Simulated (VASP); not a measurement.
Ca: single point with PBEsol

Crystal: Ca.

```xyz
1
Lattice="3.4472 0.0000 0.0000 0.0000 3.4472 0.0000 0.0000 0.0000 3.4472" Properties=species:S:1:pos:R:3 pbc="T T T"
Ca    0.0000    0.0000    0.0000
```

This isn't the form of Ca at room conditions, which is fcc.

```yaml
Program: VASP 6.6.1
Task: single point
Functional: PBEsol
Potentials_or_basis: VASP PAW PBE potentials, release 64 (Ca_sv)
Cutoff: 520 eV
k_mesh: 18 × 18 × 18
Occupations: gaussian, width 0.15 eV
Spin: no spin polarisation
```

| Item | Value |
| --- | --- |
| Pressure | 0.1 GPa |
| Band gap on the k mesh | zero (bands 5 and 6 overlap by 1.12 eV) |

Levels at points of the mesh, in eV from the Fermi level:
| k point | band 2 | band 3 | band 4 | band 5 | band 6 | band 7 | band 8 | band 9 |
| --- | --- | --- | --- | --- | --- | --- | --- | --- |
| (0.00, 0.00, 0.00) | -22.87 | -22.87 | -22.87 | -3.92 | 0.81 | 0.81 | 4.29 | 4.29 |
| (0.50, 0.00, 0.00) | -23.13 | -22.85 | -22.85 | -1.18 | -0.46 | 1.34 | 2.97 | 2.97 |
| (0.50, 0.50, 0.00) | -23.09 | -23.09 | -22.83 | -0.44 | 0.96 | 2.52 | 2.52 | 3.29 |
| (0.50, 0.50, 0.50) | -23.06 | -23.06 | -23.06 | 0.67 | 0.67 | 0.67 | 5.09 | 5.10 |

Wall time 60 s on 1 thread of AMD EPYC 7R13 Processor (Zen 3), with other jobs on the host, peak memory 0.2 GiB.

Caveat: the PAW data sets were made with another functional, which shifts forces and pressure a little.
